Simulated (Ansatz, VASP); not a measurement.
**One calculation of Y, two programs**

The input INCAR:

```
ALGO     = Fast           # electronic algorithm
EDIFF    = 1E-7           # SCF threshold, eV
ENCUT    = 520            # plane-wave cutoff, eV
GGA      = PS             # functional
ISIF     = 2              # what is computed and relaxed
ISMEAR   = 0              # smearing method
LASPH    = True           # aspherical terms in the spheres
LCHARG   = False          # write CHGCAR
LREAL    = False          # projectors in reciprocal space
LWAVE    = False          # write WAVECAR
NBANDS   = 18             # bands
NELM     = 60             # most SCF steps
PREC     = Accurate       # precision mode
SIGMA    = 0.15           # smearing width, eV
```

Contents of KPOINTS:

```
k-points
0
Gamma
  15 15 8
```

POSCAR

```
Y
1.0
    3.9436191761      0.0000000000      0.0000000000
   -1.9718095880      3.4152743893      0.0000000000
    0.0000000000      0.0000000000      5.9772960000
Y
2
Direct
    0.3333333333      0.6666666667      0.2500000000
    0.6666666667      0.3333333333      0.7500000000
```

Input for Ansatz:

```yaml
crystal:
  lattice:
    - [3.9436191761, 0.0, 0.0]
    - [-1.971809588, 3.4152743893, 0.0]
    - [0.0, 0.0, 5.977296]
  atoms:
    - { symbol: "Y", position: [0.3333333333, 0.6666666667, 0.25] }
    - { symbol: "Y", position: [0.6666666667, 0.3333333333, 0.75] }
basis:
  ecutwfc: 420
kpoints:
  mp_grid: { grid: [15, 15, 8] }
hamiltonian:
  xc: pbesol
scf:
  occupations: { method: gaussian, width: 0.15 }
output:
  forces: true
  stress: true
  eigenvalues: true
```

Change from the starting cell: strain +0.080 along x and y, +0.040 along z, atoms carried along.

Alike in both runs: task single point; functional PBEsol; k mesh 15 × 15 × 8; occupations gaussian, width 0.15 eV; no spin polarisation.

|  | VASP | Ansatz |
| --- | --- | --- |
| version | VASP 6.6.1 | Ansatz 0.2.0 |
| potentials or method | VASP PAW PBE potentials, release 64 (Y_sv), cutoff 520 eV | scalar-relativistic, plane waves, PAW |
| valence electrons in the cell | 22 | 22 |

|  | VASP | Ansatz | Ansatz less VASP |
| --- | --- | --- | --- |
| gap on the k mesh at the Fermi level (eV) | none | none | - |
| pressure (GPa) | -7.2 | -7.2 | +0.04 |
| traceless stress, the component that is largest in VASP (GPa) | 0.67 | 0.68 | +0.006 |

VASP's potentials were made for PBE, not for PBEsol. A gap of «none» marks a metal or a gap that the smearing closes.
